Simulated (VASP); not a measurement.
# Al (Im-3m) in VASP: notebook

The runs below take Al through single point, with PBE.

Everything below comes from runs of VASP 6.6.1. Logs are shortened: lines on timing, memory, paths and dates and some standing lists are left out, and cuts for length are marked.

**1. The cell of the first run**

It takes space group Im-3m (No. 229, cubic). The conventional cell has a = 3.235 Å, b = 3.235 Å, c = 3.235 Å, α = 90.00°, β = 90.00°, γ = 90.00°. Al (site symmetry m-3m) has 14 Al at 2.80 to 3.23 Å within 3.7 Å.

**2. Single point, PBE**

Contents of INCAR:

```
SYSTEM = Al
ALGO = Normal
EDIFF = 1E-6
ENCUT = 520
GGA = PE
ISIF = 2
ISMEAR = 0
LASPH = .TRUE.
LCHARG = .TRUE.
LELF = .TRUE.
LREAL = .FALSE.
LVHAR = .TRUE.
LWAVE = .FALSE.
NBANDS = 8
NELM = 80
PREC = Accurate
SIGMA = 0.1
```

Contents of KPOINTS:

```
k-points
0
G
  18 18 18
  0 0 0
```

Contents of POSCAR:

```
Al
1.0
   -1.6174623135      1.6174623135      1.6174623135
    1.6174623135     -1.6174623135      1.6174623135
    1.6174623135      1.6174623135     -1.6174623135
Al
1
Direct
    0.0000000000      0.0000000000      0.0000000000
```

Potentials or basis: VASP PAW PBE potentials, release 64 (Al).

Command:

```console
$ cat potpaw_PBE.64/Al/POTCAR > POTCAR
$ mpirun -np 1 vasp_std > vasp.out
```

OUTCAR:

```text
SYSTEM = Al
   EDIFF = 1E-6
   ENCUT = 520
   GGA = PE
   ISIF = 2
   ISMEAR = 0
   LASPH = .TRUE.
   LREAL = .FALSE.
   NELM = 80
   PREC = Accurate

 ion  position               nearest neighbor table
   1  0.000  0.000  0.000-

  LATTYP: Found a body centered cubic cell.
 ALAT       =     3.2349246270

  Lattice vectors:

 A1 = (  -1.6174623135,   1.6174623135,   1.6174623135)
 A2 = (   1.6174623135,  -1.6174623135,   1.6174623135)
 A3 = (   1.6174623135,   1.6174623135,  -1.6174623135)

Analysis of symmetry for initial positions (statically):
=====================================================================
 Subroutine PRICEL returns:
 Original cell was already a primitive cell.

 Routine SETGRP: Setting up the symmetry group for a
 body centered cubic supercell.

 Subroutine GETGRP returns: Found 48 space group operations
[... 9 lines left out ...]

 Routine SETGRP: Setting up the symmetry group for a
 body centered cubic supercell.

 Subroutine GETGRP returns: Found 48 space group operations
[... 11 lines left out ...]
                                     Primitive cell

  volume of cell :      16.9263

  direct lattice vectors                    reciprocal lattice vectors
    -1.617462313  1.617462313  1.617462313     0.000000000  0.309126213  0.309126213
     1.617462313 -1.617462313  1.617462313     0.309126213  0.000000000  0.309126213
     1.617462313  1.617462313 -1.617462313     0.309126213  0.309126213  0.000000000

  length of vectors
     2.801526906  2.801526906  2.801526906     0.437170483  0.437170483  0.437170483

  position of ions in fractional coordinates (direct lattice)
     0.000000000  0.000000000  0.000000000

  ion indices of the primitive-cell ions
   primitive index   ion index
                 1           1

----------------------------------------------------------------------------------------

 KPOINTS: k-points

Automatic generation of k-mesh.
 Grid dimensions read from file:
 generate k-points for:   18   18   18

 Generating k-lattice:

  Cartesian coordinates                     Fractional coordinates (reciprocal lattice)
     0.000000000  0.017173679  0.017173679     0.055555556  0.000000000  0.000000000
     0.017173679  0.000000000  0.017173679     0.000000000  0.055555556  0.000000000
     0.017173679  0.017173679  0.000000000     0.000000000  0.000000000  0.055555556

  Length of vectors
     0.024287249  0.024287249  0.024287249

  Shift w.r.t. Gamma in fractional coordinates (k-lattice)
     0.000000000  0.000000000  0.000000000

 Subroutine IBZKPT returns following result:
 ===========================================

 Found    195 irreducible k-points:

 Following reciprocal coordinates:
            Coordinates               Weight
  0.000000  0.000000  0.000000      1.000000
  0.055556  0.000000  0.000000     12.000000
  0.111111  0.000000  0.000000     12.000000
  0.166667  0.000000  0.000000     12.000000
  0.222222  0.000000  0.000000     12.000000
  0.277778  0.000000  0.000000     12.000000
[... 16 lines left out ...]
  0.333333  0.111111 -0.000000     48.000000
  0.388889  0.111111  0.000000     48.000000
 [... further k-points ...]
   k-points           NKPTS =    195   k-points in BZ     NKDIM =    195   number of bands    NBANDS=      8
   number of dos      NEDOS =    301   number of ions     NIONS =      1
   total plane-waves  NPLWV =  13824
   dimension x,y,z NGX =    24 NGY =   24 NGZ =   24
   dimension x,y,z NGXF=    48 NGYF=   48 NGZF=   48
   ions per type =               1
   NGX,Y,Z   is equivalent  to a cutoff of  14.24, 14.24, 14.24 a.u.
   NGXF,Y,Z  is equivalent  to a cutoff of  28.48, 28.48, 28.48 a.u.
 SYSTEM =  Al
   PREC   = accura    normal or accurate (medium, high low for compatibility)
   ISTART =      0    job   : 0-new  1-cont  2-samecut
   ICHARG =      2    charge: 1-file 2-atom 10-const
   ISPIN  =      1    spin polarized calculation?
   LNONCOLLINEAR =      F non collinear calculations
   LSORBIT =      F    spin-orbit coupling
   LASPH  =      T    aspherical Exc in radial PAW
   ENCUT  =  520.0 eV  38.22 Ry    6.18 a.u.   5.21  5.21  5.21*2*pi/ulx,y,z
   NELM   =     80;   NELMIN=  2; NELMDL= -5     # of ELM steps
   EDIFF  = 0.1E-05   stopping-criterion for ELM
   LREAL  =      F    real-space projection
   EDIFFG = 0.1E-04   stopping-criterion for IOM
   NSW    =      0    number of steps for IOM
   IBRION =     -1    ionic relax: 0-MD 1-quasi-New 2-CG
   NFREE  =      0    steps in history (QN), initial steepest desc. (CG)
   ISIF   =      2    stress and relaxation
   ISYM   =      2    0-nonsym 1-usesym 2-fastsym
   POTIM  = 0.5000    time-step for ionic-motion
   TEBEG  =    0.0;   TEEND  =   0.0 temperature during run
   PSTRESS=    0.0 pullay stress
   NELECT =       3.0000    total number of electrons
   NUPDOWN=      -1.0000    fix difference up-down
   EMIN   =  10.00;   EMAX   =-10.00  energy-range for DOS
   EFERMI =   0.00;   METHOD = LEGACY
   ISMEAR =     0;   SIGMA  =   0.10  broadening in eV -4-tet -1-fermi 0-gaus
   EFERMI_NEDOS =   21; number of points for ismear=-14 and -15
   IALGO  =     38    algorithm
   IMIX   =      4    mixing-type and parameters
     AMIX     =   0.40;   BMIX     =  1.00
     AMIX_MAG =   1.60;   BMIX_MAG =  1.00
  volume/ion in A,a.u.               =      16.93       114.22
  Fermi-wavevector in a.u.,A,eV,Ry     =   0.919590  1.737774 11.505718  0.845646
  Thomas-Fermi vector in A             =   2.044801
   LORBIT       =      0    0 simple, 1 ext, 2 COOP (PROOUT), +10 PAW based schemes
   GGA     = PE    functional components
   LHFCALC =     F    Hartree Fock is set to
   AEXX    =    0.0000 exact exchange contribution
   IVDW    =     0    specifies the selected vdW correction
   LEPSILON=     F    determine dielectric tensor
   LRPA    =     F    only Hartree local field effects (RPA)
 non-spin polarized calculation
 Gauss-broadening in eV      SIGMA  =   0.10
  energy-cutoff  :      520.00
  volume of cell :       16.93
 maximum number of plane-waves:       470
 NGX is ok and might be reduce to    24

 number of electron       3.0000000 magnetization

 Free energy of the ion-electron system (eV)
  ---------------------------------------------------
  ext. energy  EPLUGINS =         0.00000000
  ---------------------------------------------------
  free energy    TOTEN  =        -3.65285117 eV

  energy without entropy =       -3.65127419  energy(sigma->0) =       -3.65206268

 E-fermi :   7.7455     XC(G=0): -10.1090

 val. band max:        7.6768781313   @ k =   0.2778   0.1111   0.1111
 cond. band min:       7.7532558131   @ k =   0.2778   0.1667   0.0556
 fundamental gap:      0.0763776818
 Fermi energy:         7.7455415639

 k-point     1 :       0.0000    0.0000    0.0000
  band No.  band energies     occupation
      1      -3.2177      2.00000
      2      20.8524      0.00000
      3      20.8524      0.00000
      4      20.8524      0.00000
      5      22.0698      0.00000
      6      22.0698      0.00000
      7      22.0698      0.00000
      8      23.8606      0.00000

 k-point     2 :       0.0556    0.0000    0.0000
  band No.  band energies     occupation
      1      -3.1304      2.00000
      2      19.6563      0.00000
      3      20.1105      0.00000
      4      20.4888      0.00000
      5      21.7320      0.00000
      6      22.6012      0.00000
      7      22.9576      0.00000
      8      23.0819      0.00000

 k-point     3 :       0.1111    0.0000    0.0000
  band No.  band energies     occupation
      1      -2.8686      2.00000
      2      17.5533      0.00000
      3      19.1086      0.00000
      4      19.6857      0.00000
      5      20.9760      0.00000
      6      22.1098      0.00000
      7      23.3429      0.00000
      8      23.9709      0.00000

 k-point     4 :       0.1667    0.0000    0.0000
  band No.  band energies     occupation
      1      -2.4333      2.00000
      2      15.2866      0.00000
      3      18.2102      0.00000
      4      18.7934      0.00000
      5      20.1422      0.00000
      6      21.3526      0.00000
      7      24.0159      0.00000
      8      24.2792      0.00000

 k-point     5 :       0.2222    0.0000    0.0000
  band No.  band energies     occupation
      1      -1.8261      2.00000
      2      13.0532      0.00000
      3      17.4451      0.00000
      4      17.9634      0.00000
      5      19.3748      0.00000
      6      20.6762      0.00000
      7      24.7423      0.00000
      8      24.7670      0.00000

 k-point     6 :       0.2778    0.0000    0.0000
  band No.  band energies     occupation
      1      -1.0491      2.00000
      2      10.9177      0.00000
      3      16.8189      0.00000
      4      17.2536      0.00000
      5      18.7238      0.00000
      6      20.0862      0.00000
      7      25.3446      0.00000
      8      25.6279      0.00000

 k-point     7 :       0.3333    0.0000    0.0000
  band No.  band energies     occupation
      1      -0.1049      2.00000
      2       8.9062      0.00000
      3      16.3324      0.00000
      4      16.6884      0.00000
      5      18.2084      0.00000
      6      19.6022      0.00000
      7      26.0718      0.00000
      8      26.6067      0.00000
[... 133 lines left out ...]
 k-point    20 :       0.1667    0.1111    0.0000
  band No.  band energies     occupation
      1      -1.5667      2.00000
      2      13.2605      0.00000
      3      14.6730      0.00000
      4      17.3799      0.00000
      5      20.7752      0.00000
      6      21.7949      0.00000
      7      23.9883      0.00000
      8      25.7554      0.00000

 k-point    21 :       0.2222    0.1111    0.0000
  band No.  band energies     occupation
      1      -0.7909      2.00000
      2      11.1444      0.00000
      3      13.9692      0.00000
      4      16.7318      0.00000
      5      20.1457      0.00000
      6      22.0107      0.00000
      7      23.9455      0.00000
      8      27.1067      0.00000

 k-point    22 :       0.2778    0.1111    0.0000
  band No.  band energies     occupation
      1       0.1516      2.00000
      2       9.1427      0.00000
      3      13.4202      0.00000
      4      16.2174      0.00000
      5      19.6338      0.00000
      6      21.9658      0.00000
      7      24.3697      0.00000
      8      28.2175      0.00000

 k-point    23 :       0.3333    0.1111   -0.0000
  band No.  band energies     occupation
      1       1.2574      2.00000
      2       7.2747      2.00000
      3      13.0266      0.00000
      4      15.8458      0.00000
      5      19.2594      0.00000
      6      21.7964      0.00000
      7      25.1534      0.00000
      8      28.8532      0.00000

 k-point    24 :       0.3889    0.1111    0.0000
  band No.  band energies     occupation
      1       2.5198      2.00000
      2       5.5532      2.00000
      3      12.7898      0.00000
      4      15.6215      0.00000
      5      19.0318      0.00000
      6      21.6560      0.00000
      7      26.1170      0.00000
      8      28.4879      0.00000

 [... further k-points ...]
[... 5 lines left out ...]
  --------------------------------------------------------------------------------------
  -------------------------------------------------------------------------------------
  Total        0.0033205      0.0033205      0.0033205     -0.0000000      0.0000000     -0.0000000
  in kB        0.3143055      0.3143055      0.3143055     -0.0000000      0.0000000     -0.0000000
  external PRESSURE =       0.3143055 kB  Pullay stress =       0.0000000 kB

 VOLUME and BASIS-vectors are now :
 -----------------------------------------------------------------------------
  energy-cutoff  :      520.00
  volume of cell :       16.93
      direct lattice vectors                 reciprocal lattice vectors
    -1.617462313  1.617462313  1.617462313     0.000000000  0.309126213  0.309126213
     1.617462313 -1.617462313  1.617462313     0.309126213  0.000000000  0.309126213
     1.617462313  1.617462313 -1.617462313     0.309126213  0.309126213  0.000000000

 POSITION                                       TOTAL-FORCE (eV/Angst)
 -----------------------------------------------------------------------------------
      0.00000      0.00000      0.00000        -0.000000      0.000000     -0.000000
 -----------------------------------------------------------------------------------
    total drift:                                0.000000      0.000000      0.000000

  FREE ENERGIE OF THE ION-ELECTRON SYSTEM (eV)
  ---------------------------------------------------
  free  energy   TOTEN  =        -3.6528511709 eV

  energy  without entropy=       -3.6512741904  energy(sigma->0) =       -3.65206268
```

Run time: 25 s. Hardware: 1 thread of Intel Xeon 8259CL, shared host; peak memory 0.14 GiB.

What came out:

| Quantity | Value |
| --- | --- |
| Free energy | -3.6529 eV |
| Pressure | 0.0 GPa |

**3. Single point, PBE**

This run uses another cell than the first one: it holds 4 atoms, not 1.

Contents of INCAR:

```
PREC = Accurate ; ENCUT = 520
EDIFF = 1E-6 ; ISMEAR = 0
SIGMA = 0.15 ; LREAL = F
LASPH = T ; NELM = 60
ALGO = Fast ; ISIF = 2
LWAVE = F ; LCHARG = T
GGA = PE ; LELF = T
LVHAR = T ; NBANDS = 14
```

Contents of KPOINTS:

```
Automatic mesh
0
Gamma
  16 16 5
```

Contents of POSCAR:

```
Al
1.0
   -1.6174623135      1.6174623135     -1.6174623135
   -1.6174623135     -1.6174623135      1.6174623135
    0.0000000000      6.4698492542      6.4698492542
Al
4
Direct
    0.0000000000      0.0000000000      0.0000000000
    0.5000000000      0.5000000000      0.2500000000
    0.0000000000      0.0000000000      0.5000000000
    0.5000000000      0.5000000000      0.7500000000
```

Potentials or basis: VASP PAW PBE potentials, release 64 (Al).

Command:

```console
$ cat potpaw_PBE.64/Al/POTCAR > POTCAR
$ mpirun -np 1 vasp_std > vasp.out
```

It took 3.7 min on 1 thread of Intel Xeon 8259CL, shared host; peak memory 0.29 GiB.

It converged, with:

```yaml
Free_energy: -14.6070 eV
Pressure: 0.0 GPa
Band_gap_on_the_k_mesh: zero (band 6 reaches 12.32 eV, above the bottom of band 7 at 5.91 eV)
```

Levels at points of the mesh, in eV from the Fermi level:
| k point | band 3 | band 4 | band 5 | band 6 | band 7 | band 8 | band 9 | band 10 |
| --- | --- | --- | --- | --- | --- | --- | --- | --- |
| (0.00, 0.00, 0.00) | -9.19 | -4.22 | -3.83 | 4.24 | 4.24 | 7.97 | 8.21 | 9.38 |
| (0.50, 0.00, 0.00) | -4.22 | -4.22 | -3.83 | -3.83 | 0.71 | 0.71 | 1.29 | 1.29 |
| (0.50, 0.50, 0.00) | -2.58 | -2.58 | -2.13 | -2.13 | 1.83 | 1.83 | 1.83 | 3.03 |
